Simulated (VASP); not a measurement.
# TiO2 (Anatase) (I4_1/amd) in VASP: electric field gradients with PBE

Aim: the electric field gradients of TiO2 (Anatase) with PBE.

All numbers are computed with VASP 6.6.1; they aren't measurements. Logs are shortened: lines on timing, memory, paths and dates and some standing lists are left out, and cuts for length are marked.

**1. The cell of the first run**

Symmetry: I4_1/amd, No. 141, tetragonal system. Conventional cell: a = 3.784 Å, b = 3.784 Å, c = 9.515 Å, α = 90.00°, β = 90.00°, γ = 90.00°. Ti (site symmetry -4m2) has 6 O at 1.93 to 1.99 Å within 2.6 Å. Within 2.6 Å of O (site symmetry 2mm) lie 3 Ti at 1.93 to 1.99 Å and 2 O at 2.47 Å.

**2. Electric field gradients, PBE**

Contents of INCAR:

```
SYSTEM = TiO2
PREC = Accurate ; ENCUT = 520
EDIFF = 1E-8 ; ISMEAR = -1
SIGMA = 0.02 ; LREAL = .FALSE.
LASPH = .TRUE. ; NELM = 120
ALGO = Normal ; ISIF = 2
LWAVE = .FALSE. ; LCHARG = .FALSE.
GGA = PE ; LEFG = .TRUE.
NBANDS = 33 ; GGA_COMPAT = .FALSE.
```

Contents of KPOINTS:

```
Automatic mesh
0
G
  7 7 7
  0 0 0
```

Contents of POSCAR:

```
TiO2
1.0
   -1.8921000000      1.8921000000      4.7573000000
    1.8921000000     -1.8921000000      4.7573000000
    1.8921000000      1.8921000000     -4.7573000000
Ti O
2 4
Direct
    0.0000000000      0.0000000000      0.0000000000
    0.7500000000      0.2500000000      0.5000000000
    0.2087892846      0.2087892846      0.0000000000
    0.9587892846      0.4587892846      0.5000000000
    0.5412107154      0.0412107154      0.5000000000
    0.7912107154      0.7912107154      0.0000000000
```

Potentials or basis: VASP PAW PBE potentials, release 64 (Ti_sv, O).

Command:

```sh
cat potpaw_PBE.64/Ti_sv/POTCAR potpaw_PBE.64/O/POTCAR > POTCAR
mpirun -np 1 vasp_std > vasp.out
```

OUTCAR:

```text
SYSTEM = TiO2
   PREC = Accurate
   ENCUT = 520
   EDIFF = 1E-8
   ISMEAR = -1
   LREAL = .FALSE.
   LASPH = .TRUE.
   NELM = 120
   ISIF = 2
   GGA = PE

 ion  position               nearest neighbor table
   1  0.000  0.000  0.000-   5 1.93   4 1.93   5 1.93   4 1.93   3 1.99   6 1.99
   2  0.750  0.250  0.500-   6 1.93   3 1.93   6 1.93   3 1.93   4 1.99   5 1.99
   3  0.209  0.209  0.000-   2 1.93   2 1.93   1 1.99
   4  0.959  0.459  0.500-   1 1.93   1 1.93   2 1.99
   5  0.541  0.041  0.500-   1 1.93   1 1.93   2 1.99
   6  0.791  0.791  0.000-   2 1.93   2 1.93   1 1.99

  LATTYP: Found a body centered tetragonal cell.
 ALAT       =     3.7842000000
 C/A-ratio  =     2.5142962846

  Lattice vectors:

 A1 = (  -1.8921000000,   1.8921000000,   4.7573000000)
 A2 = (   1.8921000000,  -1.8921000000,   4.7573000000)
 A3 = (   1.8921000000,   1.8921000000,  -4.7573000000)

Analysis of symmetry for initial positions (statically):
=====================================================================
 Subroutine PRICEL returns:
 Original cell was already a primitive cell.

 Routine SETGRP: Setting up the symmetry group for a
 body centered tetragonal supercell.

 Subroutine GETGRP returns: Found 16 space group operations
 (whereof  8 operations were pure point group operations)
 out of a pool of 16 trial point group operations.

The static configuration has the point symmetry D_2d.
 The point group associated with its full space group is D_4h.

Analysis of symmetry for dynamics (positions and initial velocities):
=====================================================================
 Subroutine PRICEL returns:
 Original cell was already a primitive cell.

 Routine SETGRP: Setting up the symmetry group for a
 body centered tetragonal supercell.

 Subroutine GETGRP returns: Found 16 space group operations
 (whereof  8 operations were pure point group operations)
 out of a pool of 16 trial point group operations.

The dynamic configuration has the point symmetry D_2d.
 The point group associated with its full space group is D_4h.

 Subroutine INISYM returns: Found 16 space group operations
 (whereof  8 operations are pure point group operations),
 and found     1 'primitive' translations
[... 150 lines left out ...]

 E-fermi :   3.8175     XC(G=0): -10.7405

 val. band max:        3.4261132763   @ k =  -0.4286   0.4286   0.0000
 cond. band min:       5.4992276714   @ k =   0.0000   0.0000   0.0000
 fundamental gap:      2.0731143951
 Fermi energy:         3.8174665988

 k-point     1 :       0.0000    0.0000    0.0000
  band No.  band energies     occupation
      1     -53.0004      2.00000
      2     -52.9401      2.00000
      3     -29.4629      2.00000
      4     -29.2256      2.00000
      5     -29.2256      2.00000
      6     -29.1541      2.00000
[... 853 lines left out ...]
     32       9.8017      0.00000
     33      10.8057      0.00000

 [... further k-points ...]
[... 5 lines left out ...]
  --------------------------------------------------------------------------------------
  -------------------------------------------------------------------------------------
  Total        2.3205234      2.3205234      2.3913245      0.0000000      0.0000000      0.0000000
  in kB       54.5742578     54.5742578     56.2393639      0.0000000      0.0000000      0.0000000
  external PRESSURE =      55.1292932 kB  Pullay stress =       0.0000000 kB

 VOLUME and BASIS-vectors are now :
 -----------------------------------------------------------------------------
  energy-cutoff  :      520.00
  volume of cell :       68.13
      direct lattice vectors                 reciprocal lattice vectors
    -1.892100000  1.892100000  4.757300000     0.000000000  0.264256646  0.105101633
     1.892100000 -1.892100000  4.757300000     0.264256646  0.000000000  0.105101633
     1.892100000  1.892100000 -4.757300000     0.264256646  0.264256646  0.000000000

 POSITION                                       TOTAL-FORCE (eV/Angst)
 -----------------------------------------------------------------------------------
      0.00000      0.00000      0.00000        -0.000000     -0.000000      0.000000
      0.00000      1.89210      2.37865        -0.000000     -0.000000      0.000000
      0.00000      0.00000      1.98655        -0.000000      0.000000      0.022393
      0.00000      1.89210      4.36520         0.000000     -0.000000      0.022393
      0.00000      1.89210      0.39210         0.000000     -0.000000     -0.022393
      0.00000      0.00000      7.52805        -0.000000      0.000000     -0.022393
 -----------------------------------------------------------------------------------
    total drift:                               -0.000000      0.000000     -0.000000

  FREE ENERGIE OF THE ION-ELECTRON SYSTEM (eV)
  ---------------------------------------------------
  free  energy   TOTEN  =       -53.8277249966 eV

  energy  without entropy=      -53.8277249966  energy(sigma->0) =      -53.82772500

 Electric field gradients (V/A^2)
---------------------------------------------------------------------
 ion       V_xx      V_yy      V_zz      V_xy      V_xz      V_yz
---------------------------------------------------------------------
   1      -5.944    -5.944    11.889    -0.001     0.000     0.000
   2      -5.944    -5.944    11.889    -0.001     0.000     0.000
   3     -12.132    16.814    -4.682     0.000    -0.001    -0.001
   4      16.814   -12.132    -4.682     0.000    -0.001    -0.001
   5     -12.132    16.814    -4.682     0.000    -0.001    -0.001
   6      16.814   -12.132    -4.682     0.000    -0.001    -0.001
---------------------------------------------------------------------

 Electric field gradients after diagonalization (V/A^2)
 (convention: |V_zz| > |V_xx| > |V_yy|)
----------------------------------------------------------------------
 ion       V_xx      V_yy      V_zz     asymmetry (V_yy - V_xx)/ V_zz
----------------------------------------------------------------------
   1      -5.945    -5.944    11.889       0.000
   2      -5.945    -5.944    11.889       0.000
   3     -12.132    -4.682    16.814       0.443
   4     -12.132    -4.682    16.814       0.443
   5     -12.132    -4.682    16.814       0.443
   6     -12.132    -4.682    16.814       0.443
----------------------------------------------------------------------

           NMR quadrupolar parameters

 Cq : quadrupolar parameter    Cq=e*Q*V_zz/h
 eta: asymmetry parameters     (V_yy - V_xx)/ V_zz
 Q  : nuclear electric quadrupole moment in mb (millibarn)
----------------------------------------------------------------------
 ion       Cq(MHz)       eta       Q (mb)
----------------------------------------------------------------------
   1       0.029       0.000       1.000
   2       0.029       0.000       1.000
   3       0.041       0.443       1.000
   4       0.041       0.443       1.000
   5       0.041       0.443       1.000
   6       0.041       0.443       1.000
----------------------------------------------------------------------
```

stdout:

```text
POSCAR found type information on POSCAR TiO
 POSCAR found :  2 types and       6 ions
 scaLAPACK will be used
 LDA part: xc-table for (Slater+PW92), standard interpolation
 POSCAR, INCAR and KPOINTS ok, starting setup
 FFT: planning ... GRIDC
 FFT: planning ... GRID_SOFT
 FFT: planning ... GRID
 WAVECAR not read
 entering main loop
ion   1

ion   2

ion   3

ion   4

ion   5

ion   6
```

Run time: 7.8 min. Hardware: 1 thread of AMD EPYC 7R13, shared host; peak memory 0.26 GiB.

What came out:

```yaml
Free_energy: -53.8277 eV
Pressure: 5.5 GPa
Largest_force: 0.022 eV/Å
Band_gap_on_the_k_mesh: 2.07 eV, indirect (least direct gap 2.44 eV)
```

Forces in eV/Å, atoms in the order of the input:
```
Ti   0.000  0.000  0.000
Ti   0.000  0.000  0.000
O    0.000  0.000  0.022
O    0.000  0.000  0.022
O    0.000  0.000 -0.022
O    0.000  0.000 -0.022
```

Levels at points of the mesh, in eV from the valence-band top:
```csv
k point,band 20,band 21,band 22,band 23,band 24,band 25,band 26,band 27,band 28,band 29
"(0.00, 0.00, 0.00)",-0.79,-0.79,-0.79,-0.50,-0.50,2.07,2.81,3.92,3.92,3.96
```

Electric field gradients, principal values (V/Å²):
```csv
atom,least,middle,greatest (by size)
1 Ti,-5.944,-5.945,11.889
2 Ti,-5.944,-5.945,11.889
3 O,-4.682,-12.132,16.814
4 O,-4.682,-12.132,16.814
5 O,-4.682,-12.132,16.814
6 O,-4.682,-12.132,16.814
```

Caveat: without QUAD_EFG the Cq values of the log hold for a quadrupole moment of 1 mb, not for the nuclei. A k mesh can miss the band edges.
